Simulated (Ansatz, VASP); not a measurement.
One calculation of CdS, two programs

```xyz
4
Lattice="4.1348 0.0000 0.0000 -2.0674 3.5808 0.0000 0.0000 0.0000 6.7490" Properties=species:S:1:pos:R:3 pbc="T T T"
Cd    0.0000    2.3872    0.0000
Cd    2.0674    1.1936    3.3745
S     0.0000    2.3872    2.4984
S     2.0674    1.1936    5.9729
```

Alike in both runs: task single point; functional PBE; k mesh 12 × 12 × 4; occupations gaussian, width 0.05 eV; no spin polarisation.

|  | VASP | Ansatz |
| --- | --- | --- |
| version | VASP 6.6.1 | Ansatz 0.2.0 |
| potentials or method | VASP PAW PBE potentials, release 64 (Cd, S), cutoff 520 eV | scalar-relativistic, plane waves, PAW |
| valence electrons in the cell | 36 | 52 |

Ansatz gave:

```
gap on the k mesh at the Fermi level (eV)                     : 1.20
least direct gap on the mesh (eV)                             : 1.20
pressure (GPa)                                                : 2.5
traceless stress, the component that is largest in VASP (GPa) : -0.29
rms of the force components (eV/Å)                            : 0.209
```

Q: What did VASP give for the same quantities?

A: gap on the k mesh at the Fermi level (eV): 1.20; least direct gap on the mesh (eV): 1.20; pressure (GPa): 2.9; traceless stress, the component that is largest in VASP (GPa): -0.30; rms of the force components (eV/Å): 0.213.

Atom by atom the forces differ by 0.004 eV/Å (rms over components). VASP's potentials hold 36 valence electrons a cell and Ansatz's 52, so a difference there can come from the potentials and not from the codes.
